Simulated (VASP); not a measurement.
# Se in VASP: further runs

Se is run at these levels: PBE+D3(BJ); tasks: single point.

Program: VASP 6.6.1. These are calculated values, not measurements. Logs are shortened: lines on timing, memory, paths and dates and some standing lists are left out, and cuts for length are marked.

## 1. The cell of the first run

The cell holds a sheet with vacuum, 2 atoms: a = 2.631 Å, b = 2.631 Å, c = 31.150 Å, α = 90.00°, β = 90.00°, γ = 90.00°.

## 2. Single point, PBE+D3(BJ)

Input file INCAR:

```
SYSTEM = Se
PREC = Accurate
ENCUT = 520
EDIFF = 1E-6
ISMEAR = 0
SIGMA = 0.1
LREAL = .False.
LASPH = .True.
NELM = 60
ALGO = Normal
ISIF = 2
LWAVE = .False.
LCHARG = .False.
LDIPOL = .True.
IDIPOL = 3
DIPOL = 0.5 0.5 0.289
GGA = PE
IVDW = 12
NBANDS = 13
```

Input file KPOINTS:

```
regular mesh
0
Gamma
  20 20 1
  0 0 0
```

Input file POSCAR:

```
Se
1.0
    2.6313401108      0.0000000000      0.0000000000
    0.0000000000      2.6313401108      0.0000000000
    0.0000000000      0.0000000000     31.1499997600
Se
2
Direct
    0.5000000000      0.5000000000      0.2338710688
    0.5000000000      0.5000000000      0.3439780528
```

Potentials or basis: VASP PAW PBE potentials, release 64 (Se).

The run is started by

```
> cat potpaw_PBE.64/Se/POTCAR > POTCAR
> mpirun -np 1 vasp_std > vasp.out
```

OUTCAR:

```text
SYSTEM = Se
   PREC = Accurate
   ENCUT = 520
   EDIFF = 1E-6
   ISMEAR = 0
   LREAL = .False.
   LASPH = .True.
   NELM = 60
   ISIF = 2
   GGA = PE
   IVDW = 12
 IVDW          = 12

 ion  position               nearest neighbor table
   1  0.500  0.500  0.234-
   2  0.500  0.500  0.344-

  LATTYP: Found a simple tetragonal cell.
 ALAT       =     2.6313401108
 C/A-ratio  =    11.8380743075

  Lattice vectors:

 A1 = (   2.6313401108,   0.0000000000,   0.0000000000)
 A2 = (   0.0000000000,   2.6313401108,   0.0000000000)
 A3 = (   0.0000000000,   0.0000000000,  31.1499997600)

Analysis of symmetry for initial positions (statically):
=====================================================================
 Subroutine PRICEL returns:
 Original cell was already a primitive cell.

 Routine SETGRP: Setting up the symmetry group for a
 simple tetragonal supercell.

 Subroutine GETGRP returns: Found 16 space group operations
 (whereof  8 operations were pure point group operations)
 out of a pool of 16 trial point group operations.

The static configuration has the point symmetry C_4v.
 The point group associated with its full space group is D_4h.

Analysis of symmetry for dynamics (positions and initial velocities):
=====================================================================
 Subroutine PRICEL returns:
 Original cell was already a primitive cell.

 Routine SETGRP: Setting up the symmetry group for a
 simple tetragonal supercell.

 Subroutine GETGRP returns: Found 16 space group operations
 (whereof  8 operations were pure point group operations)
 out of a pool of 16 trial point group operations.

The dynamic configuration has the point symmetry C_4v.
 The point group associated with its full space group is D_4h.

 Subroutine INISYM returns: Found 16 space group operations
 (whereof  8 operations are pure point group operations),
 and found     1 'primitive' translations

----------------------------------------------------------------------------------------

                                     Primitive cell

  volume of cell :     215.6811

  direct lattice vectors                    reciprocal lattice vectors
     2.631340111  0.000000000  0.000000000     0.380034491  0.000000000  0.000000000
     0.000000000  2.631340111  0.000000000     0.000000000  0.380034491  0.000000000
     0.000000000  0.000000000 31.149999760     0.000000000  0.000000000  0.032102729

  length of vectors
     2.631340111  2.631340111 31.149999760     0.380034491  0.380034491  0.032102729

  position of ions in fractional coordinates (direct lattice)
     0.500000000  0.500000000  0.233871069
     0.500000000  0.500000000  0.343978053

  ion indices of the primitive-cell ions
   primitive index   ion index
                 1           1
                 2           2

----------------------------------------------------------------------------------------

 KPOINTS: regular mesh

Automatic generation of k-mesh.
 Grid dimensions read from file:
 generate k-points for:   20   20    1

 Generating k-lattice:

  Cartesian coordinates                     Fractional coordinates (reciprocal lattice)
     0.019001725  0.000000000  0.000000000     0.050000000  0.000000000  0.000000000
     0.000000000  0.019001725  0.000000000     0.000000000  0.050000000  0.000000000
     0.000000000  0.000000000  0.032102729     0.000000000  0.000000000  1.000000000

  Length of vectors
     0.019001725  0.019001725  0.032102729

  Shift w.r.t. Gamma in fractional coordinates (k-lattice)
     0.000000000  0.000000000  0.000000000

 Subroutine IBZKPT returns following result:
 ===========================================

 Found     66 irreducible k-points:

 Following reciprocal coordinates:
            Coordinates               Weight
  0.000000  0.000000  0.000000      1.000000
  0.050000  0.000000  0.000000      4.000000
  0.100000  0.000000  0.000000      4.000000
  0.150000  0.000000  0.000000      4.000000
  0.200000  0.000000  0.000000      4.000000
  0.250000  0.000000  0.000000      4.000000
[... 16 lines left out ...]
  0.150000  0.100000  0.000000      8.000000
  0.200000  0.100000  0.000000      8.000000
 [... further k-points ...]
   k-points           NKPTS =     66   k-points in BZ     NKDIM =     66   number of bands    NBANDS=     13
   number of dos      NEDOS =    301   number of ions     NIONS =      2
   total plane-waves  NPLWV =  96000
   dimension x,y,z NGX =    20 NGY =   20 NGZ =  240
   dimension x,y,z NGXF=    40 NGYF=   40 NGZF=  480
   ions per type =               2
   NGX,Y,Z   is equivalent  to a cutoff of  12.64, 12.64, 12.81 a.u.
   NGXF,Y,Z  is equivalent  to a cutoff of  25.27, 25.27, 25.62 a.u.
 SYSTEM =  Se
   PREC   = accura    normal or accurate (medium, high low for compatibility)
   ISTART =      0    job   : 0-new  1-cont  2-samecut
   ICHARG =      2    charge: 1-file 2-atom 10-const
   ISPIN  =      1    spin polarized calculation?
   LNONCOLLINEAR =      F non collinear calculations
   LSORBIT =      F    spin-orbit coupling
   LASPH  =      T    aspherical Exc in radial PAW
   ENCUT  =  520.0 eV  38.22 Ry    6.18 a.u.   4.89  4.89 57.92*2*pi/ulx,y,z
   NELM   =     60;   NELMIN=  2; NELMDL= -5     # of ELM steps
   EDIFF  = 0.1E-05   stopping-criterion for ELM
   LREAL  =      F    real-space projection
   EDIFFG = 0.1E-04   stopping-criterion for IOM
   NSW    =      0    number of steps for IOM
   IBRION =     -1    ionic relax: 0-MD 1-quasi-New 2-CG
   NFREE  =      0    steps in history (QN), initial steepest desc. (CG)
   ISIF   =      2    stress and relaxation
   ISYM   =      2    0-nonsym 1-usesym 2-fastsym
   POTIM  = 0.5000    time-step for ionic-motion
   TEBEG  =    0.0;   TEEND  =   0.0 temperature during run
   PSTRESS=    0.0 pullay stress
   NELECT =      12.0000    total number of electrons
   NUPDOWN=      -1.0000    fix difference up-down
   EMIN   =  10.00;   EMAX   =-10.00  energy-range for DOS
   EFERMI =   0.00;   METHOD = LEGACY
   ISMEAR =     0;   SIGMA  =   0.10  broadening in eV -4-tet -1-fermi 0-gaus
   EFERMI_NEDOS =   21; number of points for ismear=-14 and -15
   IALGO  =     38    algorithm
   IMIX   =      4    mixing-type and parameters
     AMIX     =   0.40;   BMIX     =  1.00
     AMIX_MAG =   1.60;   BMIX_MAG =  1.00
  volume/ion in A,a.u.               =     107.84       727.74
  Fermi-wavevector in a.u.,A,eV,Ry     =   0.624978  1.181037  5.314398  0.390597
  Thomas-Fermi vector in A             =   1.685723
   LORBIT       =      0    0 simple, 1 ext, 2 COOP (PROOUT), +10 PAW based schemes
   GGA     = PE    functional components
   LHFCALC =     F    Hartree Fock is set to
   AEXX    =    0.0000 exact exchange contribution
   IVDW    =    12    specifies the selected vdW correction
   LEPSILON=     F    determine dielectric tensor
   LRPA    =     F    only Hartree local field effects (RPA)
 non-spin polarized calculation
 Gauss-broadening in eV      SIGMA  =   0.10
  energy-cutoff  :      520.00
  volume of cell :      215.68
 maximum number of plane-waves:      5860
 NGX is ok and might be reduce to    20
   NGX =  9   NGY =  9   NGZ =115

 dipolmoment           0.000000      0.000000     -0.000000 electrons x Angstroem

 number of electron      11.9999999 magnetization

 dipolmoment           0.000000      0.000000      0.000002 electrons x Angstroem

 Free energy of the ion-electron system (eV)
  ---------------------------------------------------
  ext. energy  EPLUGINS =         0.00000000
  ---------------------------------------------------
  free energy    TOTEN  =        -6.56470918 eV

  energy without entropy =       -6.55948942  energy(sigma->0) =       -6.56209930

 E-fermi :  -3.4323     XC(G=0):  -2.4624

 val. band max:       -3.4406776742   @ k =   0.2000   0.2000   0.0000
 cond. band min:      -3.3811050180   @ k =   0.5000   0.2500   0.0000
 fundamental gap:      0.0595726563
 Fermi energy:        -3.4323134911

 k-point     1 :       0.0000    0.0000    0.0000
  band No.  band energies     occupation
      1     -19.1794      2.00000
      2     -18.9000      2.00000
      3      -8.2562      2.00000
      4      -6.4715      2.00000
      5       0.3453      0.00000
      6       0.3453      0.00000
      7       0.5201      0.00000
      8       0.5201      0.00000
      9       0.7975      0.00000
     10       1.4989      0.00000
     11       2.0279      0.00000
     12       2.3434      0.00000
     13       2.6153      0.00000

 k-point     2 :       0.0500    0.0000    0.0000
  band No.  band energies     occupation
      1     -19.1329      2.00000
      2     -18.8536      2.00000
      3      -8.2103      2.00000
      4      -6.4275      2.00000
      5      -0.2026      0.00000
      6      -0.0099      0.00000
      7       0.3831      0.00000
      8       0.5575      0.00000
      9       0.8511      0.00000
     10       1.5513      0.00000
     11       2.0822      0.00000
     12       2.3973      0.00000
     13       2.6692      0.00000

 k-point     3 :       0.1000    0.0000    0.0000
  band No.  band energies     occupation
      1     -18.9941      2.00000
      2     -18.7152      2.00000
      3      -8.0736      2.00000
      4      -6.2965      2.00000
      5      -1.4512      0.00000
      6      -1.2316      0.00000
      7       0.4949      0.00000
      8       0.6682      0.00000
      9       1.0105      0.00000
     10       1.7077      0.00000
     11       2.2450      0.00000
     12       2.5589      0.00000
     13       2.8308      0.00000

 k-point     4 :       0.1500    0.0000    0.0000
  band No.  band energies     occupation
      1     -18.7654      2.00000
      2     -18.4873      2.00000
      3      -7.8491      2.00000
      4      -6.0822      2.00000
      5      -2.9315      0.00000
      6      -2.6923      0.00000
      7       0.6759      0.00000
      8       0.8472      0.00000
      9       1.2755      0.00000
     10       1.9666      0.00000
     11       2.5163      0.00000
     12       2.8279      0.00000
     13       3.1000      0.00000

 k-point     5 :       0.2000    0.0000    0.0000
  band No.  band energies     occupation
      1     -18.4516      2.00000
      2     -18.1746      2.00000
      3      -7.5431      2.00000
      4      -5.7917      2.00000
      5      -4.4402      2.00000
      6      -4.1876      2.00000
      7       0.9171      0.00000
      8       1.0856      0.00000
      9       1.6457      0.00000
     10       2.3243      0.00000
     11       2.8960      0.00000
     12       3.2036      0.00000
     13       3.4759      0.00000
[... 257 lines left out ...]
 k-point    22 :       0.1000    0.1000    0.0000
  band No.  band energies     occupation
      1     -18.8087      2.00000
      2     -18.5305      2.00000
      3      -7.8912      2.00000
      4      -6.1218      2.00000
      5      -1.4889      0.00000
      6      -1.2856      0.00000
      7      -1.0759      0.00000
      8      -0.8413      0.00000
      9       1.2232      0.00000
     10       1.9164      0.00000
     11       2.4620      0.00000
     12       2.7744      0.00000
     13       3.0462      0.00000

 k-point    23 :       0.1500    0.1000    0.0000
  band No.  band energies     occupation
      1     -18.5800      2.00000
      2     -18.3025      2.00000
      3      -7.6673      2.00000
      4      -5.9081      2.00000
      5      -2.7923      0.00000
      6      -2.5595      0.00000
      7      -1.0491      0.00000
      8      -0.8256      0.00000
      9       1.4876      0.00000
     10       2.1749      0.00000
     11       2.7333      0.00000
     12       3.0434      0.00000
     13       3.3152      0.00000

 k-point    24 :       0.2000    0.1000    0.0000
  band No.  band energies     occupation
      1     -18.2661      2.00000
      2     -17.9896      2.00000
      3      -7.3619      2.00000
      4      -5.6184      2.00000
      5      -4.2837      2.00000
      6      -4.0350      2.00000
      7      -0.8000      0.00000
      8      -0.5823      0.00000
      9       1.8569      0.00000
     10       2.5320      0.00000
     11       3.1130      0.00000
     12       3.4190      0.00000
     13       3.6907      0.00000

 [... further k-points ...]

------------------------ aborting loop because EDIFF is reached ----------------------------------------

 vacuum level on the upper side and lower side of the slab       (xc-potential included)        -0.009        -0.009

 Edisp (eV)   -0.51346

 E8    (eV) :    -0.2208

  FORCE on cell =-STRESS in cart. coord.  units (eV):
  Direction    XX          YY          ZZ          XY          YZ          ZX
  --------------------------------------------------------------------------------------
  -------------------------------------------------------------------------------------
  Total       0.01203     0.01203     0.00207     0.00000     0.00000     0.00000
  in kB       0.08934     0.08934     0.01535     0.00000     0.00000     0.00000
  external pressure =        0.06 kB  Pullay stress =        0.00 kB

 VOLUME and BASIS-vectors are now :
 -----------------------------------------------------------------------------
  energy-cutoff  :      520.00
  volume of cell :      215.68
      direct lattice vectors                 reciprocal lattice vectors
     2.631340111  0.000000000  0.000000000     0.380034491  0.000000000  0.000000000
     0.000000000  2.631340111  0.000000000     0.000000000  0.380034491  0.000000000
     0.000000000  0.000000000 31.149999760     0.000000000  0.000000000  0.032102729

 POSITION                                       TOTAL-FORCE (eV/Angst)
 -----------------------------------------------------------------------------------
      1.31567      1.31567      7.28508         0.000000      0.000000     -0.001165
      1.31567      1.31567     10.71492         0.000000      0.000000      0.001165
 -----------------------------------------------------------------------------------
    total drift:                                0.000000      0.000000      0.000034

  FREE ENERGIE OF THE ION-ELECTRON SYSTEM (eV)
  ---------------------------------------------------
  free  energy   TOTEN  =        -7.0781739758 eV

  energy  without entropy=       -7.0729542177  energy(sigma->0) =       -7.07556410

 vacuum level on the upper side and lower side of the slab         2.014         2.014
```

Run time: 1.7 min. Hardware: 1 thread of AMD EPYC 9R14 (Zen 4), shared host; peak memory 0.34 GiB.

What came out:

* Free energy: -7.0782 eV
* Band gap on the k mesh: zero (band 6 reaches 0.35 eV, above the bottom of band 7 at -5.22 eV)
* Dispersion energy per atom: -0.257 eV

## 3. Single point, PBE+D3(BJ)

This run uses another cell than the first one, of 107.59 Å³/atom, 0.998 times its volume.

Input file INCAR:

```
ALGO = Normal
DIPOL = 0.5 0.5 0.289
EDIFF = 1E-6
ENCUT = 520
GGA = PE
IDIPOL = 3
ISIF = 2
ISMEAR = 0
IVDW = 12
LASPH = True
LCHARG = False
LDIPOL = True
LREAL = False
LWAVE = False
NBANDS = 13
NELM = 100
PREC = Accurate
SIGMA = 0.1
```

Input file KPOINTS:

```
k-points
0
Gamma
  20 20 1
```

Input file POSCAR:

```
Se
1.0
    2.6282696984      0.0000000000      0.0000000000
    0.0000000000      2.6282696984      0.0000000000
    0.0000000000      0.0000000000     31.1499997600
Se
2
Direct
    0.5000000000      0.5000000000      0.2348353361
    0.5000000000      0.5000000000      0.3430137855
```

Potentials or basis: VASP PAW PBE potentials, release 64 (Se).

The run is started by

```
> cat potpaw_PBE.64/Se/POTCAR > POTCAR
> mpirun -np 1 vasp_std > vasp.out
```

Run time: 1.8 min. Hardware: 1 thread of AMD EPYC 9R14 (Zen 4), shared host; peak memory 0.33 GiB.

It converged, with:

| Quantity | Value |
| --- | --- |
| Free energy | -7.0769 eV |
| Largest force | 0.031 eV/Å |
| Band gap on the k mesh | zero (band 6 reaches 0.36 eV, above the bottom of band 7 at -5.20 eV) |
| Dispersion energy per atom | -0.260 eV |

Forces on the atoms (eV/Å):
```
Se   0.000  0.000 -0.031
Se   0.000  0.000  0.031
```

Levels at points of the mesh, in eV from the Fermi level:
```tsv
k point	band 3	band 4	band 5	band 6	band 7	band 8	band 9	band 10
(0.00, 0.00, 0.00)	-4.91	-2.99	3.78	3.78	3.98	3.98	4.24	4.94
(0.50, 0.00, 0.00)	-6.93	-6.61	-2.06	-0.36	4.59	5.80	5.97	6.87
(0.50, 0.50, 0.00)	-4.47	-4.47	-4.21	-4.21	0.48	1.97	3.86	4.45
```
